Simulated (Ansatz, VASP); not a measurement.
## Ga2GeO2: VASP beside Ansatz

INCAR

```
ALGO = Normal
EDIFF = 1E-7
EDIFFG = -0.04
ENCUT = 600
GGA = PE
IBRION = 2
ISIF = 3
ISMEAR = 0
LASPH = True
LCHARG = False
LREAL = False
LWAVE = False
NELM = 100
NSW = 90
PREC = Accurate
SIGMA = 0.1
```

KPOINTS

```
k-points
0
Gamma
  6 6 4
```

File POSCAR:

```
Ga2GeO2
1.0
    4.7734716700      0.0000000000      0.0000000000
   -2.3867358400      4.1339477300      0.0000000000
    0.0000000000      0.0000000000      4.4238349600
Ga Ge O
2 1 2
Direct
    0.3333333300      0.6666666700      0.5000000000
    0.6666666700      0.3333333300      0.5000000000
    0.0000000000      0.0000000000      0.0000000000
    0.0000000000      0.0000000000      0.6985633700
    0.0000000000      0.0000000000      0.3014366300
```

Input for Ansatz:

```yaml
crystal:
  lattice:
    - [4.77347167, 0.0, 0.0]
    - [-2.38673584, 4.13394773, 0.0]
    - [0.0, 0.0, 4.42383496]
  atoms:
    - { symbol: Ga, position: [0.33333333, 0.66666667, 0.5] }
    - { symbol: Ga, position: [0.66666667, 0.33333333, 0.5] }
    - { symbol: Ge, position: [0.0, 0.0, 0.0] }
    - { symbol: O, position: [0.0, 0.0, 0.69856337] }
    - { symbol: O, position: [0.0, 0.0, 0.30143663] }
basis:
  ecutwfc: 420
kpoints:
  mp_grid: { grid: [6, 6, 4] }
hamiltonian:
  xc: pbe
scf:
  occupations: { method: gaussian, width: 0.1 }
  lower_state_search: "off"
output:
  forces: true
  stress: true
  eigenvalues: true
relax:
  adjacent_minimum: "off"
  f_tol: 0.04
  max_steps: 70
  cell: { stress_tol: 0.4 }
```

Alike in both runs: task relaxation of cell and atoms; functional PBE; k mesh 6 × 6 × 4; occupations gaussian, width 0.1 eV; no spin polarisation.

|  | VASP | Ansatz |
| --- | --- | --- |
| version | VASP 6.6.1 | Ansatz 0.2.0 |
| potentials or method | VASP PAW PBE potentials, release 64 (Ga_d, Ge_d, O), cutoff 600 eV | scalar-relativistic, plane waves, PAW |
| valence electrons in the cell | 52 | 52 |

|  | VASP | Ansatz | Ansatz less VASP |
| --- | --- | --- | --- |
| gap on the k mesh at the Fermi level, each at its own relaxed structure (eV) | none | none | - |
| relaxed volume (Å³/atom) | 20.82 | 22.08 | +1.258 |
| relaxed length of the cell vector where the two differ most in proportion (Å) | 6.243 | 6.769 | +0.5255 |

A gap of «none» marks a metal or a gap that the smearing closes. One of these differences is far larger than is usual between the two programs; its cause wasn't traced.

Noted on VASP's run: the volume moved by over 15 % at a fixed basis, so the end points are rough.
